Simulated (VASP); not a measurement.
# Be7S (Amm2) in VASP: relaxation of cell and atoms with PBE

Aim: the relaxation of cell and atoms of Be7S with PBE.

All numbers are computed with VASP 6.6.1; they aren't measurements. Logs are shortened: lines on timing, memory, paths and dates and some standing lists are left out, and cuts for length are marked.

**1. The cell of the first run**

Symmetry: Amm2, No. 38, orthorhombic system. The conventional cell has a = 6.809 Å, b = 6.247 Å, c = 4.118 Å, α = 90.00°, β = 90.00°, γ = 90.00°. Be (site symmetry m) has 1 Be at 1.38 Å within 1.8 Å. Within 2.3 Å of Be (site symmetry m) lie 5 Be at 1.71 to 2.19 Å and 1 S at 1.93 Å. Be (site symmetry m) has 5 Be at 1.96 to 2.30 Å and 1 S at 1.96 Å within 2.6 Å. Be (site symmetry mm2) has 2 Be at 1.71 Å and 2 S at 1.92 to 2.20 Å within 2.3 Å. Within 2.5 Å of S (site symmetry mm2) lie 6 Be at 1.92 to 2.20 Å.

**2. Relaxation of cell and atoms, PBE**

Input file INCAR:

```
PREC = Accurate
ENCUT = 600
EDIFF = 1E-6
ISMEAR = 0
SIGMA = 0.2
LREAL = F
LASPH = T
NELM = 60
ALGO = Normal
ISIF = 3
LWAVE = F
LCHARG = F
GGA = PE
IBRION = 2
NSW = 36
EDIFFG = -0.08
```

Input file KPOINTS:

```
Automatic mesh
0
Gamma
  3 5 5
```

Input file POSCAR:

```
Be7S
1.0
    6.8091818600      0.0000000000      0.0000000000
    0.0000000000      3.1236532000      2.0590619300
    0.0000000000     -3.1236532000      2.0590619300
Be S
7 1
Direct
    0.5000000000      0.2948831500      0.0736831000
    0.5000000000      0.0736831000      0.2948831500
    0.7747761500      0.0343578600      0.0343578600
    0.2252238500      0.0343578600      0.0343578600
    0.2652305900      0.5058387900      0.5058387900
    0.7347694100      0.5058387900      0.5058387900
    0.0000000000      0.8523495500      0.8523495500
    0.0000000000      0.3185887400      0.3185887400
```

Potentials or basis: VASP PAW PBE potentials, release 64 (Be, S).

The run is started by

```
> cat potpaw_PBE.64/Be/POTCAR potpaw_PBE.64/S/POTCAR > POTCAR
> mpirun -np 1 vasp_std > vasp.out
```

OUTCAR:

```text
PREC = Accurate
   ENCUT = 600
   EDIFF = 1E-6
   ISMEAR = 0
   LREAL = F
   LASPH = T
   NELM = 60
   ISIF = 3
   GGA = PE
   IBRION = 2
   NSW = 36
   EDIFFG = -0.08

 ion  position               nearest neighbor table
   1  0.500  0.295  0.074-   2 1.38   3 2.09   4 2.09   5 2.19   6 2.19
   2  0.500  0.074  0.295-   1 1.38   3 2.09   4 2.09   5 2.19   6 2.19
   3  0.775  0.034  0.034-   7 1.71   8 1.93   6 1.96   2 2.09   1 2.09   6 2.19
   4  0.225  0.034  0.034-   7 1.71   8 1.93   5 1.96   2 2.09   1 2.09   5 2.19
   5  0.265  0.506  0.506-   4 1.96   8 1.96   1 2.19   2 2.19   4 2.19   7 2.30
   6  0.735  0.506  0.506-   3 1.96   8 1.96   1 2.19   2 2.19   3 2.19   7 2.30
   7  0.000  0.852  0.852-   3 1.71   4 1.71   8 1.92   8 2.20   5 2.30   6 2.30
   8  0.000  0.319  0.319-   7 1.92   4 1.93   3 1.93   6 1.96   5 1.96   7 2.20

  LATTYP: Found a base centered orthorhombic cell.
 ALAT       =     4.1181238600
 B/A-ratio  =     1.5170273193
 C/A-ratio  =     1.6534669892

  Lattice vectors:

 A1 = (   0.0000000000,   3.1236532000,   2.0590619300)
 A2 = (   0.0000000000,  -3.1236532000,   2.0590619300)
 A3 = (   6.8091818600,   0.0000000000,   0.0000000000)

Analysis of symmetry for initial positions (statically):
=====================================================================
 Subroutine PRICEL returns:
 Original cell was already a primitive cell.

 Routine SETGRP: Setting up the symmetry group for a
 base centered orthorhombic supercell.

 Subroutine GETGRP returns: Found  4 space group operations
 (whereof  4 operations were pure point group operations)
 out of a pool of  8 trial point group operations.

The static configuration has the point symmetry C_2v.

Analysis of symmetry for dynamics (positions and initial velocities):
=====================================================================
 Subroutine PRICEL returns:
 Original cell was already a primitive cell.

 Routine SETGRP: Setting up the symmetry group for a
 base centered orthorhombic supercell.

 Subroutine GETGRP returns: Found  4 space group operations
 (whereof  4 operations were pure point group operations)
 out of a pool of  8 trial point group operations.

The dynamic configuration has the point symmetry C_2v.

 Subroutine INISYM returns: Found  4 space group operations
 (whereof  4 operations are pure point group operations),
 and found     1 'primitive' translations

----------------------------------------------------------------------------------------

                                     Primitive cell

  volume of cell :      87.5905

[... 131 lines left out ...]
   NGX = 27   NGY = 15   NGZ = 15

--------------------------------------- Ionic step        1  -------------------------------------------

 number of electron      20.0000000 magnetization

 Free energy of the ion-electron system (eV)
  ---------------------------------------------------
  ext. energy  EPLUGINS =         0.00000000
  ---------------------------------------------------
  free energy    TOTEN  =       -21.48680365 eV

  energy without entropy =      -21.44783514  energy(sigma->0) =      -21.46731939

------------------------ aborting loop because EDIFF is reached ----------------------------------------

  FORCE on cell =-STRESS in cart. coord.  units (eV):
  Direction    XX          YY          ZZ          XY          YZ          ZX
  --------------------------------------------------------------------------------------
  -------------------------------------------------------------------------------------
  Total       12.9609924     12.7957228      9.5675637      0.0000000      0.0000000      0.0000000
  in kB      237.0782381    234.0551789    175.0067477      0.0000000      0.0000000      0.0000000
  external PRESSURE =     215.3800549 kB  Pullay stress =       0.0000000 kB
[... 107 lines left out ...]
  FREE ENERGIE OF THE ION-ELECTRON SYSTEM (eV)
  ---------------------------------------------------
  free  energy   TOTEN  =       -26.5632940472 eV

  energy  without entropy=      -26.5179475731  energy(sigma->0) =      -26.54062081

 E-fermi :   5.6572     XC(G=0):  -9.9414

 val. band max:        5.6465804394   @ k =   0.0000   0.2000  -0.0000
 cond. band min:       5.6848721689   @ k =   0.0000   0.4000   0.2000
 fundamental gap:      0.0382917295
 Fermi energy:         5.6571947199

 k-point     1 :       0.0000    0.0000    0.0000
  band No.  band energies     occupation
      1      -9.8838      2.00000
      2      -3.0501      2.00000
      3      -2.8140      2.00000
      4      -0.5121      2.00000
      5       2.4349      2.00000
      6       2.4480      2.00000
      7       2.9730      2.00000
      8       4.2244      2.00000
      9       5.1790      1.99928
     10       5.4649      1.82608
     11       7.2403      0.00000
     12       8.2012      0.00000
     13       8.3769      0.00000
     14       8.7644      0.00000
[... 293 lines left out ...]
      2      -1.8915      2.00000
      3      -1.5293      2.00000
      4      -0.9946      2.00000
      5      -0.0533      2.00000
      6       1.4398      2.00000
      7       1.8635      2.00000
      8       2.4283      2.00000
      9       3.0684      2.00000
     10       3.1140      2.00000
     11       4.9262      2.00000
     12       6.9509      0.00000
     13       7.4542      0.00000
     14       8.3727      0.00000
     15       9.3140      0.00000

[... ionic steps 4 to 19 ...]

--------------------------------------- Ionic step       20  -------------------------------------------

 number of electron      20.0000001 magnetization

------------------------ aborting loop because EDIFF is reached ----------------------------------------
[... 79 lines left out ...]
--------------------------------------- Ionic step       22  -------------------------------------------

 number of electron      20.0000001 magnetization

 Free energy of the ion-electron system (eV)
  ---------------------------------------------------
  ext. energy  EPLUGINS =         0.00000000
  ---------------------------------------------------
  free energy    TOTEN  =       -29.23832240 eV

  energy without entropy =      -29.20677644  energy(sigma->0) =      -29.22254942

 E-fermi :   6.7641     XC(G=0): -10.4344

 val. band max:        6.6457242611   @ k =   0.3333   0.4000   0.4000
 cond. band min:       6.7881885603   @ k =   0.0000  -0.4000   0.2000
 fundamental gap:      0.1424642992
 Fermi energy:         6.7640748071

 k-point     1 :       0.0000    0.0000    0.0000
  band No.  band energies     occupation
      1      -8.9388      2.00000
      2      -3.1377      2.00000
      3      -2.0971      2.00000
      4       2.0083      2.00000
      5       2.7177      2.00000
      6       3.9024      2.00000
      7       4.1936      2.00000
      8       5.1307      2.00000
      9       5.4581      2.00000
     10       6.5989      1.75706
     11       8.8435      0.00000
     12       9.1707      0.00000
     13       9.9458      0.00000
     14      10.4902      0.00000
[... 340 lines left out ...]
  FREE ENERGIE OF THE ION-ELECTRON SYSTEM (eV)
  ---------------------------------------------------
  free  energy   TOTEN  =       -29.2383224018 eV

  energy  without entropy=      -29.2067764360  energy(sigma->0) =      -29.22254942

 reached required accuracy - stopping structural energy minimisation
```

Run time: 11 min. Hardware: 1 thread of AMD EPYC 7R13, shared host; peak memory 0.19 GiB.

What came out:

```
Free energy                            : -29.2383 eV
Relaxed volume                         : 9.50 Å³/atom
Relaxed cell                           : a = 7.041 Å, b = 3.292 Å, c = 3.292 Å, α = 95.59°, β = 90.00°, γ = 90.00°
Space group after relaxing (to 0.05 Å) : Amm2 (No. 38)
Energy gained by relaxing              : 968.9 meV/atom
Ionic steps                            : 22
Pressure after relaxing                : 0.2 GPa
Largest force after relaxing           : 0.059 eV/Å
Band gap on the k mesh                 : zero (band 10 reaches 7.40 eV, above the bottom of band 11 at 5.33 eV)
```

Forces in eV/Å, atoms in the order of the input:
```
Be   0.000 -0.006 -0.021
Be   0.000  0.006 -0.021
Be   0.014  0.000 -0.030
Be  -0.014  0.000 -0.030
Be   0.009  0.000 -0.002
Be  -0.009  0.000 -0.002
Be   0.000  0.000  0.047
S    0.000  0.000  0.059
```

Step by step:
```tsv
step	energy change (eV)	largest force (eV/Å)	pressure (GPa)	volume (Å³)
1	0.0000	12.9454	21.54	87.59
2	-4.8104	1.3997	-9.35	107.59
3	-5.0765	1.3533	-3.97	99.07
4	-5.1052	1.3150	-6.14	101.65
5	-5.1104	1.2896	-5.55	100.87
6	-5.7736	0.9178	-4.86	95.69
7	-6.6045	1.5699	-1.03	85.40
8	-5.4023	3.9907	27.54	66.05
9	-6.7135	1.9485	2.02	81.29
10	-7.2569	1.3132	1.45	79.23
11	-7.5483	0.7135	3.64	75.60
12	-7.5677	0.6426	2.74	76.42
13	-7.5681	0.6398	2.86	76.29
14	-7.6559	0.3181	-0.46	78.22
15	-7.6708	0.2290	-2.34	79.49
16	-7.7045	0.1846	-0.99	78.12
17	-7.7154	0.1464	0.42	76.85
18	-7.7284	0.1141	0.26	76.67
19	-7.7371	0.1382	0.07	76.37
20	-7.7476	0.0911	-0.15	76.30
21	-7.7488	0.0806	-0.22	76.27
22	-7.7515	0.0590	0.22	75.96
```

Final structure:
```
CELL_PARAMETERS angstrom
7.04124 0.00000 0.00000
0.00000 2.43873 2.21179
0.00000 -2.43873 2.21179
ATOMIC_POSITIONS crystal
Be 0.50000 0.50919 0.02976
Be 0.50000 0.02976 0.50919
Be 0.70525 0.01346 0.01346
Be 0.29475 0.01346 0.01346
Be 0.30016 0.52504 0.52504
Be 0.69984 0.52504 0.52504
Be 0.00000 0.75250 0.75250
S 0.00000 0.25144 0.25144
```

Caveat: the k points lie up to 0.38 Å⁻¹ apart in the final cell; the relaxation stopped at a loose force limit of 0.08 eV/Å, so its end isn't a converged minimum.
